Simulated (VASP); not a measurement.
# MgBe2SeS2 (P-4m2) in VASP: notebook

MgBe2SeS2 is run at these levels: PBE; tasks: relaxation of cell and atoms.

All numbers are computed with VASP 6.6.1; they aren't measurements. Logs are shortened: lines on timing, memory, paths and dates and some standing lists are left out, and cuts for length are marked.

**1. The cell of the first run**

The structure is tetragonal, space group P-4m2 (No. 115). The conventional cell has a = 3.463 Å, b = 3.463 Å, c = 10.747 Å, α = 90.00°, β = 90.00°, γ = 90.00°. Mg (site symmetry -4m2) has 4 Se at 2.45 Å within 3.2 Å. Be (site symmetry 2mm) has 5 S at 2.04 to 2.49 Å within 2.7 Å. Within 3.2 Å of Se (site symmetry -4m2) lie 4 Mg at 2.45 Å. S (site symmetry 2mm) has 5 Be at 2.04 to 2.49 Å within 2.7 Å.

**2. Relaxation of cell and atoms, PBE**

Contents of INCAR:

```
SYSTEM = MgBe2SeS2
PREC     = Accurate       ! precision mode
ENCUT    = 600            ! plane-wave cutoff, eV
EDIFF    = 1E-7           ! SCF threshold, eV
ISMEAR   = 0              ! smearing method
SIGMA    = 0.1            ! smearing width, eV
LREAL    = .False.        ! projectors in reciprocal space
LASPH    = .True.         ! aspherical terms in the spheres
NELM     = 100            ! most SCF steps
ALGO     = Normal         ! electronic algorithm
ISIF     = 3              ! what is computed and relaxed
LWAVE    = .False.        ! write WAVECAR
LCHARG   = .False.        ! write CHGCAR
GGA      = PE             ! functional
IBRION   = 2              ! ionic algorithm
NSW      = 90             ! ionic steps
EDIFFG   = -0.04          ! ionic threshold
```

Contents of KPOINTS:

```
Automatic mesh
0
Gamma
  6 6 2
  0 0 0
```

Contents of POSCAR:

```
MgBe2SeS2
1.0
    3.4631915274      0.0000000000      0.0000000000
    0.0000000000      3.4631915274      0.0000000000
    0.0000000000      0.0000000000     10.7466296641
Mg Be Se S
1 2 1 2
Direct
    0.0000000000      0.0000000000      0.0000000000
    0.5000000000      0.0000000000      0.4263654021
    0.0000000000      0.5000000000      0.5736345979
    0.5000000000      0.5000000000      0.0000000000
    0.5000000000      0.0000000000      0.6158042730
    0.0000000000      0.5000000000      0.3841957270
```

Potentials or basis: VASP PAW PBE potentials, release 64 (Mg, Be, Se, S).

The run is started by

```sh
cat potpaw_PBE.64/Mg/POTCAR potpaw_PBE.64/Be/POTCAR potpaw_PBE.64/Se/POTCAR potpaw_PBE.64/S/POTCAR > POTCAR
mpirun -np 1 vasp_std > vasp.out
```

OUTCAR:

```text
SYSTEM = MgBe2SeS2
   PREC = Accurate
   ENCUT = 600
   EDIFF = 1E-7
   ISMEAR = 0
   LREAL = .False.
   LASPH = .True.
   NELM = 100
   ISIF = 3
   GGA = PE
   IBRION = 2
   NSW = 90
   EDIFFG = -0.04

 ion  position               nearest neighbor table
   1  0.000  0.000  0.000-   4 2.45   4 2.45   4 2.45   4 2.45
   2  0.500  0.000  0.426-   5 2.04   6 2.49   6 2.49   6 2.49   6 2.49
   3  0.000  0.500  0.574-   6 2.04   5 2.49   5 2.49   5 2.49   5 2.49
   4  0.500  0.500  0.000-   1 2.45   1 2.45   1 2.45   1 2.45
   5  0.500  0.000  0.616-   2 2.04   3 2.49   3 2.49   3 2.49   3 2.49
   6  0.000  0.500  0.384-   3 2.04   2 2.49   2 2.49   2 2.49   2 2.49

  LATTYP: Found a simple tetragonal cell.
 ALAT       =     3.4631915274
 C/A-ratio  =     3.1031000102

  Lattice vectors:

 A1 = (   3.4631915274,   0.0000000000,   0.0000000000)
 A2 = (   0.0000000000,   3.4631915274,   0.0000000000)
 A3 = (   0.0000000000,   0.0000000000,  10.7466296641)

Analysis of symmetry for initial positions (statically):
=====================================================================
 Subroutine PRICEL returns:
 Original cell was already a primitive cell.

 Routine SETGRP: Setting up the symmetry group for a
 simple tetragonal supercell.

 Subroutine GETGRP returns: Found  8 space group operations
 (whereof  8 operations were pure point group operations)
 out of a pool of 16 trial point group operations.

The static configuration has the point symmetry D_2d.

Analysis of symmetry for dynamics (positions and initial velocities):
=====================================================================
 Subroutine PRICEL returns:
 Original cell was already a primitive cell.

 Routine SETGRP: Setting up the symmetry group for a
 simple tetragonal supercell.

 Subroutine GETGRP returns: Found  8 space group operations
 (whereof  8 operations were pure point group operations)
 out of a pool of 16 trial point group operations.

The dynamic configuration has the point symmetry D_2d.

 Subroutine INISYM returns: Found  8 space group operations
 (whereof  8 operations are pure point group operations),
 and found     1 'primitive' translations

----------------------------------------------------------------------------------------

                                     Primitive cell

  volume of cell :     128.8918

  direct lattice vectors                    reciprocal lattice vectors
     3.463191527  0.000000000  0.000000000     0.288750995  0.000000000  0.000000000
     0.000000000  3.463191527  0.000000000     0.000000000  0.288750995  0.000000000
     0.000000000  0.000000000 10.746629664     0.000000000  0.000000000  0.093052430

  length of vectors
     3.463191527  3.463191527 10.746629664     0.288750995  0.288750995  0.093052430

  position of ions in fractional coordinates (direct lattice)
     0.000000000  0.000000000  0.000000000
     0.500000000  0.000000000  0.426365402
     0.000000000  0.500000000  0.573634598
     0.500000000  0.500000000  0.000000000
     0.500000000  0.000000000  0.615804273
     0.000000000  0.500000000  0.384195727

  ion indices of the primitive-cell ions
   primitive index   ion index
                 1           1
                 2           2
                 3           3
                 4           4
                 5           5
                 6           6

----------------------------------------------------------------------------------------

 KPOINTS: Automatic mesh

Automatic generation of k-mesh.
[... 73 lines left out ...]
   NUPDOWN=      -1.0000    fix difference up-down
   EMIN   =  10.00;   EMAX   =-10.00  energy-range for DOS
   EFERMI =   0.00;   METHOD = LEGACY
   ISMEAR =     0;   SIGMA  =   0.10  broadening in eV -4-tet -1-fermi 0-gaus
   EFERMI_NEDOS =   21; number of points for ismear=-14 and -15
   IALGO  =     38    algorithm
   IMIX   =      4    mixing-type and parameters
     AMIX     =   0.40;   BMIX     =  1.00
     AMIX_MAG =   1.60;   BMIX_MAG =  1.00
  volume/ion in A,a.u.               =      21.48       144.97
  Fermi-wavevector in a.u.,A,eV,Ry     =   0.934839  1.766590 11.890457  0.873924
  Thomas-Fermi vector in A             =   2.061685
   LORBIT       =      0    0 simple, 1 ext, 2 COOP (PROOUT), +10 PAW based schemes
   GGA     = PE    functional components
   LHFCALC =     F    Hartree Fock is set to
   AEXX    =    0.0000 exact exchange contribution
   IVDW    =     0    specifies the selected vdW correction
   LEPSILON=     F    determine dielectric tensor
   LRPA    =     F    only Hartree local field effects (RPA)
 conjugate gradient relaxation of ions
 non-spin polarized calculation
 Gauss-broadening in eV      SIGMA  =   0.10
  energy-cutoff  :      600.00
  volume of cell :      128.89
 maximum number of plane-waves:      4332
 NGX is ok and might be reduce to    28
   NGX = 13   NGY = 13   NGZ = 43

--------------------------------------- Ionic step        1  -------------------------------------------

 number of electron      24.0000001 magnetization

 Free energy of the ion-electron system (eV)
  ---------------------------------------------------
  ext. energy  EPLUGINS =         0.00000000
  ---------------------------------------------------
  free energy    TOTEN  =       -23.87767187 eV

  energy without entropy =      -23.87767186  energy(sigma->0) =      -23.87767187

------------------------ aborting loop because EDIFF is reached ----------------------------------------

  FORCE on cell =-STRESS in cart. coord.  units (eV):
  Direction    XX          YY          ZZ          XY          YZ          ZX
  --------------------------------------------------------------------------------------
  -------------------------------------------------------------------------------------
  Total       -0.3267874     -0.3267874      0.2006767      0.0000000      0.0000000      0.0000000
  in kB       -4.0621000     -4.0621000      2.4944922      0.0000000      0.0000000      0.0000000
  external PRESSURE =      -1.8765693 kB  Pullay stress =       0.0000000 kB

 VOLUME and BASIS-vectors are now :
 -----------------------------------------------------------------------------
  energy-cutoff  :      600.00
  volume of cell :      128.89
      direct lattice vectors                 reciprocal lattice vectors
     3.463191527  0.000000000  0.000000000     0.288750995  0.000000000  0.000000000
     0.000000000  3.463191527  0.000000000     0.000000000  0.288750995  0.000000000
     0.000000000  0.000000000 10.746629664     0.000000000  0.000000000  0.093052430

 POSITION                                       TOTAL-FORCE (eV/Angst)
 -----------------------------------------------------------------------------------
      0.00000      0.00000      0.00000         0.000000     -0.000000      0.000000
      1.73160      0.00000      4.58199         0.000000     -0.000000      0.001830
      0.00000      1.73160      6.16464         0.000000     -0.000000     -0.001830
      1.73160      1.73160      0.00000         0.000000      0.000000      0.000000
      1.73160      0.00000      6.61782         0.000000     -0.000000      0.032470
      0.00000      1.73160      4.12881         0.000000     -0.000000     -0.032470
 -----------------------------------------------------------------------------------
    total drift:                                0.000000      0.000000      0.000000

  FREE ENERGIE OF THE ION-ELECTRON SYSTEM (eV)
  ---------------------------------------------------
  free  energy   TOTEN  =       -23.8776718735 eV

  energy  without entropy=      -23.8776718591  energy(sigma->0) =      -23.87767187

--------------------------------------- Ionic step        2  -------------------------------------------

 number of electron      24.0000001 magnetization

 Free energy of the ion-electron system (eV)
  ---------------------------------------------------
  ext. energy  EPLUGINS =         0.00000000
  ---------------------------------------------------
  free energy    TOTEN  =       -23.87875243 eV

  energy without entropy =      -23.87875240  energy(sigma->0) =      -23.87875241

 E-fermi :   2.7932     XC(G=0):  -8.2068

 val. band max:        2.4421110789   @ k =   0.5000   0.0000   0.0000
 cond. band min:       3.1389143798   @ k =   0.5000   0.5000   0.5000
 fundamental gap:      0.6968033009
 Fermi energy:         2.7931807577

 k-point     1 :       0.0000    0.0000    0.0000
  band No.  band energies     occupation
      1     -11.7943      2.00000
      2     -10.4126      2.00000
      3     -10.2979      2.00000
      4      -2.6945      2.00000
      5      -0.5992      2.00000
      6      -0.5896      2.00000
[... 357 lines left out ...]
      3      -8.7281      2.00000
      4      -3.5355      2.00000
      5      -3.5229      2.00000
      6      -1.4947      2.00000
[... 8 lines left out ...]
     15       4.4645      0.00000
     16       6.9239      0.00000

------------------------ aborting loop because EDIFF is reached ----------------------------------------

  FORCE on cell =-STRESS in cart. coord.  units (eV):
  Direction    XX          YY          ZZ          XY          YZ          ZX
  --------------------------------------------------------------------------------------
  -------------------------------------------------------------------------------------
  Total        0.0332406      0.0332406      0.1004015      0.0000000      0.0000000      0.0000000
  in kB        0.4147051      0.4147051      1.2525947      0.0000000      0.0000000      0.0000000
  external PRESSURE =       0.6940016 kB  Pullay stress =       0.0000000 kB

 VOLUME and BASIS-vectors are now :
 -----------------------------------------------------------------------------
  energy-cutoff  :      600.00
  volume of cell :      128.42
      direct lattice vectors                 reciprocal lattice vectors
     3.454091938  0.000000000  0.000000000     0.289511692  0.000000000 -0.000000000
     0.000000000  3.454091938  0.000000000     0.000000000  0.289511692  0.000000000
     0.000000000  0.000000000 10.763969664    -0.000000000  0.000000000  0.092902529

 POSITION                                       TOTAL-FORCE (eV/Angst)
 -----------------------------------------------------------------------------------
      0.00000      3.45409      0.00000         0.000000      0.000000      0.000000
      1.72705      3.45409      4.58947         0.000000      0.000000      0.019458
      0.00000      1.72705      6.17450        -0.000000      0.000000     -0.019458
      1.72705      1.72705      0.00000         0.000000     -0.000000      0.000000
      1.72705      3.45409      6.63007         0.000000      0.000000      0.001509
      0.00000      1.72705      4.13390        -0.000000      0.000000     -0.001509
 -----------------------------------------------------------------------------------
    total drift:                               -0.000000      0.000000      0.000000

  FREE ENERGIE OF THE ION-ELECTRON SYSTEM (eV)
  ---------------------------------------------------
  free  energy   TOTEN  =       -23.8787524265 eV

  energy  without entropy=      -23.8787523989  energy(sigma->0) =      -23.87875241

 reached required accuracy - stopping structural energy minimisation
```

Run time: 2 min. Hardware: 1 thread of AMD EPYC 7R13 (Zen 3), shared host; peak memory 0.26 GiB.

Results:

- Free energy: -23.8788 eV
- Relaxed volume: 21.40 Å³/atom
- Relaxed cell: a = 3.454 Å, b = 3.454 Å, c = 10.764 Å, α = 90.00°, β = 90.00°, γ = 90.00°
- Space group after relaxing (to 0.05 Å): P-4m2 (No. 115)
- Energy gained by relaxing: 0.2 meV/atom
- Ionic steps: 2
- Pressure after relaxing: 0.1 GPa
- Largest force after relaxing: 0.019 eV/Å
- Band gap on the k mesh: 0.70 eV, indirect (least direct gap 0.90 eV)

Forces on the atoms (eV/Å):
```
Mg   0.000  0.000  0.000
Be   0.000  0.000  0.019
Be   0.000  0.000 -0.019
Se   0.000  0.000  0.000
S    0.000  0.000  0.002
S    0.000  0.000 -0.002
```

Stress tensor (GPa, compression positive):
```
0.04 0.00 0.00
0.00 0.04 0.00
0.00 0.00 0.13
```

The path:
```csv
step,energy change (eV),largest force (eV/Å),pressure (GPa),volume (Å³)
1,0.0000,0.0325,-0.19,128.89
2,-0.0011,0.0195,0.07,128.42
```

Final structure:
```
CELL_PARAMETERS angstrom
3.45409 0.00000 0.00000
0.00000 3.45409 0.00000
0.00000 0.00000 10.76397
ATOMIC_POSITIONS crystal
Mg 0.00000 0.00000 0.00000
Be 0.50000 0.00000 0.42637
Be 0.00000 0.50000 0.57363
Se 0.50000 0.50000 0.00000
S 0.50000 0.00000 0.61595
S 0.00000 0.50000 0.38405
```

Levels at points of the mesh, in eV from the valence-band top:
```
           k point  band 8  band 9  band 10  band 11  band 12  band 13  band 14  band 15  band 16
(0.00, 0.00, 0.00)   -2.05   -1.22    -1.22    -0.52    -0.52     1.77     1.96     3.15     4.69
(0.50, 0.00, 0.00)   -2.92   -1.25    -1.23    -1.22     0.00     2.76     3.18     3.51     4.07
(0.50, 0.50, 0.00)   -3.71   -3.69    -3.27    -3.27    -0.19     0.71     0.71     1.99     4.69
(0.00, 0.00, 0.50)   -2.43   -1.22    -1.22    -0.52    -0.52     1.93     1.94     2.92     4.69
(0.50, 0.00, 0.50)   -2.94   -1.23    -1.22    -1.17     0.00     3.00     3.14     3.45     4.07
(0.50, 0.50, 0.50)   -3.71   -3.68    -3.27    -3.27    -0.21     0.70     0.70     2.02     4.48
```

A k mesh can miss the band edges. PBE gaps usually lie below the measured ones, often by a third to a half.

(Continued in part 2 of 2.)
